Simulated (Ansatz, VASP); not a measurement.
# Mg in VASP and in Ansatz

The input INCAR:

```
ALGO = Normal
EDIFF = 1E-6
EDIFFG = -0.01
ENCUT = 600
GGA = PE
IBRION = 2
ISIF = 3
ISMEAR = -1
LASPH = T
LCHARG = F
LREAL = F
LWAVE = F
NELM = 80
NSW = 60
PREC = Accurate
SIGMA = 0.05
```

KPOINTS

```
k-points
0
Gamma
  10 10 9
```

Contents of POSCAR:

```
Mg
1.0
    3.0502998005      0.0000000000      0.0000000000
   -1.5251499003      2.6416371164      0.0000000000
    0.0000000000      0.0000000000      3.0448375700
Mg
1
Direct
    0.0000000000      0.0000000000      0.0000000000
```

The input input.yaml:

```yaml
crystal:
  lattice:
    - [3.0502998005, 0.0, 0.0]
    - [-1.5251499003, 2.6416371164, 0.0]
    - [0.0, 0.0, 3.04483757]
  atoms:
    - { symbol: Mg, position: [0.0, 0.0, 0.0] }
hamiltonian:
  xc: pbe
  pseudopotentials: { kind: paw }
kpoints:
  mp_grid: { grid: [10, 10, 9] }
scf:
  occupations: { method: fermi_dirac, width: 0.05 }
output:
  forces: true
  stress: true
  eigenvalues: true
  write_density: true
  write_potential: true
  elf: true
  volumetric_format: npy
relax:
  f_tol: 0.01
  max_steps: 40
  cell: { stress_tol: 0.05 }
```

Alike in both runs: task relaxation of cell and atoms; functional PBE; k mesh 10 × 10 × 9; occupations fermi-dirac, width 0.05 eV; no spin polarisation.

|  | VASP | Ansatz |
| --- | --- | --- |
| version | VASP 6.6.1 | Ansatz 0.2.0 |
| potentials or method | VASP PAW PBE potentials, release 64 (Mg) | Ansatz PAW |
| plane-wave cutoff (eV) | 600 | 420 |
| valence electrons in the cell | 2 | 10 |

```csv
,VASP,Ansatz,Ansatz less VASP
"gap on the k mesh at the Fermi level, each at its own relaxed structure (eV)",none,none,-
relaxed volume (Å³/atom),25.41,25.47,+0.061
relaxed length of the cell vector where the two differ most in proportion (Å),3.094,3.096,+0.0026
```

A gap of «none» marks a metal or a gap that the smearing closes. VASP's potentials hold 2 valence electrons a cell and Ansatz's 10, so a difference there can come from the potentials and not from the codes.

Noted on Ansatz's run: the plane-wave basis is chosen anew once the cell has moved, so the energies of steps on either side of that aren't comparable.
